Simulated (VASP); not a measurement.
## AgCl: single point with PBE

AgCl:

```
Ag Cl
1.0
     0.00000    2.77315    2.77315
     2.77315    0.00000    2.77315
     2.77315    2.77315    0.00000
Ag Cl
1 1
Direct
  0.50000 0.50000 0.50000
  0.00000 0.00000 0.00637
```

This cell differs from its parent crystal: all Cl atoms moved +0.025 Å, as atom 2 along Cartesian [1 1 0].

| Property | Result |
| --- | --- |
| Program | VASP 6.6.1 |
| Task | single point |
| Functional | PBE |
| Potentials or basis | VASP PAW PBE potentials, release 64 (Ag, Cl) |
| Cutoff | 520 eV |
| k mesh | 8 × 8 × 8 |
| Occupations | gaussian, width 0.05 eV |
| Spin | no spin polarisation |
| Dipole correction | no |
| Further INCAR settings | ALGO = Normal; EDIFF = 1e-06; NBANDS = 16 |

```json
{"Pressure": "1.5 GPa", "Largest force": "0.028 eV/Å", "Band gap on the k mesh": "0.91 eV, indirect (least direct gap 3.17 eV)"}
```

Forces on the atoms (eV/Å):
```
Ag   0.020  0.020  0.000
Cl  -0.020 -0.020  0.000
```

Levels at points of the mesh, in eV from the valence-band top:
```
           k point  band 5  band 6  band 7  band 8  band 9  band 10  band 11  band 12  band 13  band 14
(0.00, 0.00, 0.00)   -2.44   -2.41   -2.30   -2.29   -2.27     0.91    10.85    10.85    10.85    12.39
(0.50, 0.00, 0.00)   -2.07   -2.07   -1.76    0.00    0.00     4.24     6.53     7.67     7.68    13.58
(0.00, 0.00, 0.50)   -2.07   -2.07   -1.76    0.00    0.00     4.24     6.53     7.67     7.67    13.58
(0.50, 0.50, 0.00)   -2.75   -2.20   -1.95   -1.95   -1.87     2.38     8.02     8.63    11.51    11.52
(0.00, 0.50, 0.50)   -2.76   -2.21   -1.95   -1.95   -1.87     2.38     8.02     8.63    11.51    11.51
```

It took 63 s on 1 thread of Intel Xeon 6975P-C, with other jobs on the host, peak memory 0.21 GiB.

Caveat: the cell differs from its parent crystal (all Cl atoms moved +0.025 Å, as atom 2 along Cartesian [1 1 0]). A k mesh can miss the band edges.
